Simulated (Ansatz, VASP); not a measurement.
# AlN: VASP beside Ansatz

The input INCAR:

```
SYSTEM = AlN
PREC = Accurate
ENCUT = 520
EDIFF = 1E-6
ISMEAR = -1
SIGMA = 0.02
LREAL = .False.
LASPH = .True.
NELM = 100
ALGO = Normal
ISIF = 2
LWAVE = .False.
LCHARG = .True.
GGA = PE
LELF = .True.
LVHAR = .True.
NBANDS = 11
```

File KPOINTS:

```
regular mesh
0
Gamma
  10 10 10
  0 0 0
```

Contents of POSCAR:

```
AlN
1.0
    0.0000000000      1.9683967343      1.9683967343
    1.9683967343      0.0000000000      1.9683967343
    1.9683967343      1.9683967343      0.0000000000
Al N
1 1
Direct
    0.0000000000      0.0000000000      0.0000000000
    0.5000000000      0.5000000000      0.5000000000
```

Input for Ansatz:

```yaml
crystal:
  lattice:
    - [0.0, 1.9683967343, 1.9683967343]
    - [1.9683967343, 0.0, 1.9683967343]
    - [1.9683967343, 1.9683967343, 0.0]
  atoms:
    - { symbol: Al, position: [0.0, 0.0, 0.0] }
    - { symbol: "N", position: [0.5, 0.5, 0.5] }
kpoints:
  mp_grid: { grid: [10, 10, 10] }
  band_path:
    path:
      - [0.0, 0.0, 0.0]
      - [0.5, 0.0, 0.5]
      - [0.625, 0.25, 0.625]
      - [0.375, 0.375, 0.75]
      - [0.5, 0.5, 0.5]
      - [0.5, 0.25, 0.75]
      - [0.0, 0.5, 0.5]
    npoints: 1
hamiltonian:
  xc: pbe
scf:
  occupations: { method: fermi_dirac, width: 0.02 }
  n_extra_bands: 4
output:
  forces: true
  stress: true
  eigenvalues: true
  write_density: true
  write_potential: true
  elf: true
  volumetric_format: npy
```

Change from the starting cell: hydrostatic strain -2.5%.

Alike in both runs: task single point; functional PBE; k mesh 10 × 10 × 10; occupations fermi-dirac, width 0.02 eV; no spin polarisation.

```csv
,VASP,Ansatz
version,VASP 6.6.1,Ansatz 0.2.0
potentials or method,"VASP PAW PBE potentials, release 64 (Al, N)","plane waves, PAW"
plane-wave cutoff (eV),520,420
valence electrons in the cell,8,8
```

|  | VASP | Ansatz | Ansatz less VASP |
| --- | --- | --- | --- |
| gap on the k mesh at the Fermi level (eV) | 5.16 | 5.14 | -0.013 |
| pressure (GPa) | 30.4 | 30.8 | +0.34 |

Both programs put the cell under a high pressure, so it lies far from rest at this level.
